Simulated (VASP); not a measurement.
# Rh (Fm-3m) in VASP: a series of runs, part 2 of 2

VASP 6.6.1. The steps go on from the part before.

### Step 3. Single point, r2SCAN

POSCAR reads:

```
Rh
1.0
    0.0000000000      1.9008071574      1.9008071574
    1.9008071574      0.0000000000      1.9008071574
    1.9008071574      1.9008071574      0.0000000000
Rh
1
Direct
    0.0000000000      0.0000000000      0.0000000000
```

INCAR.step1 reads:

```
SYSTEM = Rh
ALGO     = Normal         ! electronic algorithm
EDIFF    = 1E-5           ! SCF threshold, eV
ENCUT    = 580            ! plane-wave cutoff, eV
GGA      = PE             ! functional
GGA_COMPAT= .FALSE.      
ISMEAR   = 0              ! smearing method
LASPH    = .TRUE.         ! aspherical terms in the spheres
LCHARG   = .FALSE.        ! write CHGCAR
LREAL    = .FALSE.        ! projectors in reciprocal space
LWAVE    = .TRUE.         ! write WAVECAR
NBANDS   = 14             ! bands
NELM     = 120            ! most SCF steps
PREC     = Accurate       ! precision mode
SIGMA    = 0.2            ! smearing width, eV
```

INCAR.step2 reads:

```
SYSTEM = Rh
ALGO     = Normal         ! electronic algorithm
EDIFF    = 1E-6           ! SCF threshold, eV
ENCUT    = 580            ! plane-wave cutoff, eV
GGA_COMPAT= .FALSE.      
ISIF     = 2              ! what is computed and relaxed
ISMEAR   = 0              ! smearing method
ISTART   = 1            
LASPH    = .TRUE.         ! aspherical terms in the spheres
LCHARG   = .FALSE.        ! write CHGCAR
LMIXTAU  = .TRUE.       
LREAL    = .FALSE.        ! projectors in reciprocal space
LWAVE    = .FALSE.        ! write WAVECAR
METAGGA  = R2SCAN         ! meta-GGA
NBANDS   = 14             ! bands
NELM     = 120            ! most SCF steps
PREC     = Accurate       ! precision mode
SIGMA    = 0.2            ! smearing width, eV
```

KPOINTS reads:

```
k-points
0
G
  14 14 14
  0 0 0
```

Potentials or basis: VASP PAW PBE potentials, release 64 (Rh_sv_GW).

The run is started by

```
$ cat potpaw_PBE.64/Rh_sv_GW/POTCAR > POTCAR
$ cp INCAR.step1 INCAR
$ mpirun -np 1 vasp_std > vasp.out
$ cp INCAR.step2 INCAR
$ mpirun -np 1 vasp_std > vasp.out
```

OUTCAR:

```text
SYSTEM = Rh
   EDIFF = 1E-6
   ENCUT = 580
   ISIF = 2
   ISMEAR = 0
   ISTART = 1
   LASPH = .TRUE.
   LREAL = .FALSE.
   METAGGA = R2SCAN
   NELM = 120
   PREC = Accurate

 ion  position               nearest neighbor table
   1  0.000  0.000  0.000-

  LATTYP: Found a face centered cubic cell.
 ALAT       =     3.8016143148

  Lattice vectors:

 A1 = (   0.0000000000,   1.9008071574,   1.9008071574)
 A2 = (   1.9008071574,   0.0000000000,   1.9008071574)
 A3 = (   1.9008071574,   1.9008071574,   0.0000000000)

Analysis of symmetry for initial positions (statically):
=====================================================================
 Subroutine PRICEL returns:
 Original cell was already a primitive cell.

 Routine SETGRP: Setting up the symmetry group for a
 face centered cubic supercell.

 Subroutine GETGRP returns: Found 48 space group operations
 (whereof 48 operations were pure point group operations)
 out of a pool of 48 trial point group operations.

The static configuration has the point symmetry O_h .

Analysis of symmetry for dynamics (positions and initial velocities):
=====================================================================
 Subroutine PRICEL returns:
 Original cell was already a primitive cell.

 Routine SETGRP: Setting up the symmetry group for a
 face centered cubic supercell.

 Subroutine GETGRP returns: Found 48 space group operations
 (whereof 48 operations were pure point group operations)
 out of a pool of 48 trial point group operations.

The dynamic configuration has the point symmetry O_h .

 Subroutine INISYM returns: Found 48 space group operations
 (whereof 48 operations are pure point group operations),
 and found     1 'primitive' translations

----------------------------------------------------------------------------------------

                                     Primitive cell

  volume of cell :      13.7355

  direct lattice vectors                    reciprocal lattice vectors
     0.000000000  1.900807157  1.900807157    -0.263046148  0.263046148  0.263046148
     1.900807157  0.000000000  1.900807157     0.263046148 -0.263046148  0.263046148
     1.900807157  1.900807157  0.000000000     0.263046148  0.263046148 -0.263046148

  length of vectors
     2.688147261  2.688147261  2.688147261     0.455609292  0.455609292  0.455609292

  position of ions in fractional coordinates (direct lattice)
     0.000000000  0.000000000  0.000000000

  ion indices of the primitive-cell ions
   primitive index   ion index
                 1           1

----------------------------------------------------------------------------------------

 KPOINTS: k-points

Automatic generation of k-mesh.
 Grid dimensions read from file:
 generate k-points for:   14   14   14

 Generating k-lattice:

  Cartesian coordinates                     Fractional coordinates (reciprocal lattice)
    -0.018789011  0.018789011  0.018789011     0.071428571  0.000000000  0.000000000
     0.018789011 -0.018789011  0.018789011     0.000000000  0.071428571  0.000000000
     0.018789011  0.018789011 -0.018789011     0.000000000  0.000000000  0.071428571

  Length of vectors
     0.032543521  0.032543521  0.032543521

  Shift w.r.t. Gamma in fractional coordinates (k-lattice)
     0.000000000  0.000000000  0.000000000

 Subroutine IBZKPT returns following result:
 ===========================================

 Found    104 irreducible k-points:

 Following reciprocal coordinates:
            Coordinates               Weight
  0.000000  0.000000  0.000000      1.000000
  0.071429  0.000000  0.000000      8.000000
  0.142857  0.000000  0.000000      8.000000
  0.214286  0.000000  0.000000      8.000000
  0.285714  0.000000  0.000000      8.000000
  0.357143  0.000000  0.000000      8.000000
[... 16 lines left out ...]
  0.214286  0.142857  0.000000     24.000000
  0.285714  0.142857  0.000000     24.000000
 [... further k-points ...]
   k-points           NKPTS =    104   k-points in BZ     NKDIM =    104   number of bands    NBANDS=     14
   number of dos      NEDOS =    301   number of ions     NIONS =      1
   total plane-waves  NPLWV =  13824
   dimension x,y,z NGX =    24 NGY =   24 NGZ =   24
   dimension x,y,z NGXF=    48 NGYF=   48 NGZF=   48
   ions per type =               1
   NGX,Y,Z   is equivalent  to a cutoff of  14.84, 14.84, 14.84 a.u.
   NGXF,Y,Z  is equivalent  to a cutoff of  29.69, 29.69, 29.69 a.u.
 SYSTEM =  Rh
   PREC   = accura    normal or accurate (medium, high low for compatibility)
   ISTART =      1    job   : 0-new  1-cont  2-samecut
   ICHARG =      0    charge: 1-file 2-atom 10-const
   ISPIN  =      1    spin polarized calculation?
   LNONCOLLINEAR =      F non collinear calculations
   LSORBIT =      F    spin-orbit coupling
   LASPH  =      T    aspherical Exc in radial PAW
   ENCUT  =  580.0 eV  42.63 Ry    6.53 a.u.   5.28  5.28  5.28*2*pi/ulx,y,z
   NELM   =    120;   NELMIN=  2; NELMDL=  0     # of ELM steps
   EDIFF  = 0.1E-05   stopping-criterion for ELM
   LREAL  =      F    real-space projection
   EDIFFG = 0.1E-04   stopping-criterion for IOM
   NSW    =      0    number of steps for IOM
   IBRION =     -1    ionic relax: 0-MD 1-quasi-New 2-CG
   NFREE  =      0    steps in history (QN), initial steepest desc. (CG)
   ISIF   =      2    stress and relaxation
   ISYM   =      2    0-nonsym 1-usesym 2-fastsym
   POTIM  = 0.5000    time-step for ionic-motion
   TEBEG  =    0.0;   TEEND  =   0.0 temperature during run
   PSTRESS=    0.0 pullay stress
   NELECT =      17.0000    total number of electrons
   NUPDOWN=      -1.0000    fix difference up-down
   EMIN   =  10.00;   EMAX   =-10.00  energy-range for DOS
   EFERMI =   0.00;   METHOD = LEGACY
   ISMEAR =     0;   SIGMA  =   0.20  broadening in eV -4-tet -1-fermi 0-gaus
   EFERMI_NEDOS =   21; number of points for ismear=-14 and -15
   IALGO  =     38    algorithm
   IMIX   =      4    mixing-type and parameters
     AMIX     =   0.40;   BMIX     =  1.00
     AMIX_MAG =   1.60;   BMIX_MAG =  1.00
  volume/ion in A,a.u.               =      13.74        92.69
  Fermi-wavevector in a.u.,A,eV,Ry     =   1.757693  3.321559 42.035002  3.089486
  Thomas-Fermi vector in A             =   2.826998
   LORBIT       =      0    0 simple, 1 ext, 2 COOP (PROOUT), +10 PAW based schemes
   METAGGA = R2SCAN    functional components
   LHFCALC =     F    Hartree Fock is set to
   AEXX    =    0.0000 exact exchange contribution
   IVDW    =     0    specifies the selected vdW correction
   LEPSILON=     F    determine dielectric tensor
   LRPA    =     F    only Hartree local field effects (RPA)
 non-spin polarized calculation
 Gauss-broadening in eV      SIGMA  =   0.20
  energy-cutoff  :      580.00
  volume of cell :       13.74
 maximum number of plane-waves:       448
 NGX is ok and might be reduce to    24
   NGX = 11   NGY = 11   NGZ = 11

 number of electron      17.0000001 magnetization

 Free energy of the ion-electron system (eV)
  ---------------------------------------------------
  ext. energy  EPLUGINS =         0.00000000
  ---------------------------------------------------
  free energy    TOTEN  =       -23.29413997 eV

  energy without entropy =      -23.27126504  energy(sigma->0) =      -23.28270250

 E-fermi :  10.7033     XC(G=0): -15.2751

 val. band max:       10.6970090894   @ k =  -0.2857   0.3571   0.0714
 cond. band min:      10.7049420701   @ k =   0.4286   0.2857   0.0714
 fundamental gap:      0.0079329807
 Fermi energy:        10.7033313840

 k-point     1 :       0.0000    0.0000    0.0000
  band No.  band energies     occupation
      1     -70.4527      2.00000
      2     -37.0812      2.00000
      3     -37.0812      2.00000
      4     -37.0812      2.00000
      5       2.5497      2.00000
      6       7.5432      2.00000
      7       7.5432      2.00000
      8       7.5432      2.00000
      9       9.6411      2.00000
     10       9.6411      2.00000
     11      27.1702      0.00000
     12      32.8228      0.00000
     13      32.8228      0.00000
     14      32.8228      0.00000
[... 375 lines left out ...]
 k-point    24 :       0.2857    0.1429    0.0000
  band No.  band energies     occupation
      1     -70.3796      2.00000
      2     -37.4748      2.00000
      3     -37.1911      2.00000
      4     -37.1826      2.00000
      5       4.8708      2.00000
      6       6.4942      2.00000
      7       7.8728      2.00000
      8       8.4717      2.00000
      9       9.7831      2.00000
     10      10.4081      1.96314
     11      27.3934      0.00000
     12      29.7222      0.00000
     13      32.2050      0.00000
     14      33.4028      0.00000

 [... further k-points ...]

------------------------ aborting loop because EDIFF is reached ----------------------------------------

  FORCE on cell =-STRESS in cart. coord.  units (eV):
  Direction    XX          YY          ZZ          XY          YZ          ZX
  --------------------------------------------------------------------------------------
  -------------------------------------------------------------------------------------
  Total       -0.1533984     -0.1533984     -0.1533984     -0.0000000     -0.0000000      0.0000000
  in kB      -17.8931709    -17.8931709    -17.8931709     -0.0000000     -0.0000000      0.0000000
  external PRESSURE =     -17.8931709 kB  Pullay stress =       0.0000000 kB

 VOLUME and BASIS-vectors are now :
 -----------------------------------------------------------------------------
  energy-cutoff  :      580.00
  volume of cell :       13.74
      direct lattice vectors                 reciprocal lattice vectors
     0.000000000  1.900807157  1.900807157    -0.263046148  0.263046148  0.263046148
     1.900807157  0.000000000  1.900807157     0.263046148 -0.263046148  0.263046148
     1.900807157  1.900807157  0.000000000     0.263046148  0.263046148 -0.263046148

 POSITION                                       TOTAL-FORCE (eV/Angst)
 -----------------------------------------------------------------------------------
      0.00000      0.00000      0.00000         0.000000     -0.000000     -0.000000
 -----------------------------------------------------------------------------------
    total drift:                                0.000000      0.000000      0.000000

  FREE ENERGIE OF THE ION-ELECTRON SYSTEM (eV)
  ---------------------------------------------------
  free  energy   TOTEN  =       -23.2941399704 eV

  energy  without entropy=      -23.2712650362  energy(sigma->0) =      -23.28270250
```

Wall time 56 s (1 thread of Intel Xeon Platinum 8488C (Sapphire Rapids), shared host); peak memory 0.17 GiB.

Results:

* Free energy: -23.2941 eV
* Pressure: -1.8 GPa

Caveat: the PAW data sets were made with another functional, which shifts forces and pressure a little.

### Step 4. Single point, r2SCAN

POSCAR is that of step 3.

INCAR.step1 reads:

```
SYSTEM = Rh
PREC     = Accurate       ! precision mode
ENCUT    = 580            ! plane-wave cutoff, eV
ISMEAR   = 0              ! smearing method
SIGMA    = 0.01           ! smearing width, eV
LREAL    = .False.        ! projectors in reciprocal space
LASPH    = .True.         ! aspherical terms in the spheres
NELM     = 120            ! most SCF steps
NBANDS   = 14             ! bands
GGA      = PE             ! functional
ALGO     = Normal         ! electronic algorithm
EDIFF    = 1E-5           ! SCF threshold, eV
LWAVE    = .True.         ! write WAVECAR
LCHARG   = .False.        ! write CHGCAR
GGA_COMPAT= .False.
```

INCAR.step2 reads:

```
SYSTEM = Rh
PREC     = Accurate       ! precision mode
ENCUT    = 580            ! plane-wave cutoff, eV
EDIFF    = 1E-6           ! SCF threshold, eV
ISMEAR   = 0              ! smearing method
SIGMA    = 0.01           ! smearing width, eV
LREAL    = .False.        ! projectors in reciprocal space
LASPH    = .True.         ! aspherical terms in the spheres
NELM     = 120            ! most SCF steps
ALGO     = Normal         ! electronic algorithm
ISIF     = 2              ! what is computed and relaxed
LWAVE    = .False.        ! write WAVECAR
LCHARG   = .True.         ! write CHGCAR
METAGGA  = R2SCAN         ! meta-GGA
LMIXTAU  = .True.       
LELF     = .True.         ! ELF
LVHAR    = .True.       
NBANDS   = 14             ! bands
ISTART   = 1            
GGA_COMPAT= .False.
```

KPOINTS reads:

```
regular mesh
0
Gamma
  14 14 14
  0 0 0
```

The run is started by

```
$ cat potpaw_PBE.64/Rh_sv_GW/POTCAR > POTCAR
$ cp INCAR.step1 INCAR
$ mpirun -np 1 vasp_std > vasp.out
$ cp INCAR.step2 INCAR
$ mpirun -np 1 vasp_std > vasp.out
```

Wall time 36 s (1 thread of Intel Xeon 6975P-C (Granite Rapids), shared host); peak memory 0.17 GiB.

It converged, with:

- Free energy: -23.2821 eV
- Pressure: -2.0 GPa

Levels at points of the mesh, in eV from the Fermi level:
```csv
k point,band 6,band 7,band 8,band 9,band 10,band 11
"(0.00, 0.00, 0.00)",-3.13,-3.13,-3.13,-1.03,-1.03,16.50
"(0.50, 0.00, 0.00)",-3.25,-3.25,0.63,0.63,0.94,9.15
"(0.50, 0.50, 0.00)",-6.13,0.55,1.09,1.09,3.52,12.93
```

Caveat: the PAW data sets were made with another functional, which shifts forces and pressure a little.

### Step 5. Single point, r2SCAN, collinear spin, ferromagnetic start (volume scaled by 0.88)

POSCAR reads:

```
Rh
1.0
    0.0000000000      1.8208825357      1.8208825357
    1.8208825357      0.0000000000      1.8208825357
    1.8208825357      1.8208825357      0.0000000000
Rh
1
Direct
    0.0000000000      0.0000000000      0.0000000000
```

INCAR.step1 reads:

```
SYSTEM = Rh
PREC = Accurate
ENCUT = 520
ISMEAR = -1
SIGMA = 0.05
LREAL = .FALSE.
LASPH = .TRUE.
NELM = 150
ISPIN = 2
MAGMOM = 1
LMAXMIX = 4
NBANDS = 18
GGA = PE
ALGO = Normal
EDIFF = 1E-4
LWAVE = .TRUE.
LCHARG = .FALSE.
```

INCAR.step2 reads:

```
SYSTEM = Rh
PREC = Accurate
ENCUT = 520
EDIFF = 1E-7
ISMEAR = -1
SIGMA = 0.05
LREAL = .FALSE.
LASPH = .TRUE.
NELM = 150
ALGO = Normal
ISIF = 2
LWAVE = .FALSE.
LCHARG = .FALSE.
ISPIN = 2
MAGMOM = 1
LORBIT = 11
LMAXMIX = 4
METAGGA = R2SCAN
LMIXTAU = .TRUE.
NBANDS = 18
ISTART = 1
```

KPOINTS reads:

```
Automatic mesh
0
G
  23 23 23
  0 0 0
```

Potentials or basis: VASP PAW PBE potentials, release 64 (Rh_pv).

The run is started by

```
$ cat potpaw_PBE.64/Rh_pv/POTCAR > POTCAR
$ cp INCAR.step1 INCAR
$ mpirun -np 1 vasp_std > vasp.out
$ cp INCAR.step2 INCAR
$ mpirun -np 1 vasp_std > vasp.out
```

It took 18 min on 1 thread of Oxide Virtual Turin-like, shared host; peak memory 0.19 GiB.

The run converged. Its results:

* Free energy: -23.8996 eV
* Pressure: 52.0 GPa
* Net moment: 0.00 μB per cell
* Valence electrons inside the program's atomic spheres: Rh 14.10

Levels at points of the mesh, in eV from the Fermi level:
Spin up:
```csv
k point,band 3,band 4,band 5,band 6,band 7,band 8,band 9,band 10,band 11,band 12
"(0.00, 0.00, 0.00)",-48.02,-9.18,-3.88,-3.88,-3.88,-1.29,-1.29,16.53,17.28,23.07
```
Spin down:
```csv
k point,band 3,band 4,band 5,band 6,band 7,band 8,band 9,band 10,band 11,band 12
"(0.00, 0.00, 0.00)",-48.02,-9.18,-3.88,-3.88,-3.88,-1.29,-1.29,16.53,17.28,23.07
```

Caveat: the PAW data sets were made with another functional, which shifts forces and pressure a little.

### Step 6. The runs side by side

| potentials or basis | spin | cell | k mesh | cutoff (eV) | smearing | second run | gap on the mesh (eV) | pressure (GPa) |
| --- | --- | --- | --- | --- | --- | --- | --- | --- |
| VASP PAW PBE potentials, release 64 (Rh_sv_GW) | off | a = 2.688 Å, angles 60.0°, 1 atom | 14 × 14 × 14 | 580 | gaussian 0.03 eV | valence_matched | none | -2.0 |
| VASP PAW PBE potentials, release 64 (Rh_sv_GW) | off | a = 2.688 Å, angles 60.0°, 1 atom | 14 × 14 × 14 | 580 | gaussian 0.2 eV | valence_matched | none | -1.8 |
| VASP PAW PBE potentials, release 64 (Rh_sv_GW) | off | a = 2.688 Å, angles 60.0°, 1 atom | 14 × 14 × 14 | 580 | gaussian 0.01 eV | valence_matched | none | -2.0 |
| VASP PAW PBE potentials, release 64 (Rh_pv) | collinear, ferromagnetic start | a = 2.575 Å, angles 60.0°, 1 atom | 23 × 23 × 23 | 520 | fermi-dirac 0.05 eV | - | none | 52.0 |

Alike in all rows: task single point; level r2SCAN.

Caveats: the PAW data sets were made with another functional, which shifts forces and pressure a little.

Absolute energies hang on the potentials; compare differences alone.
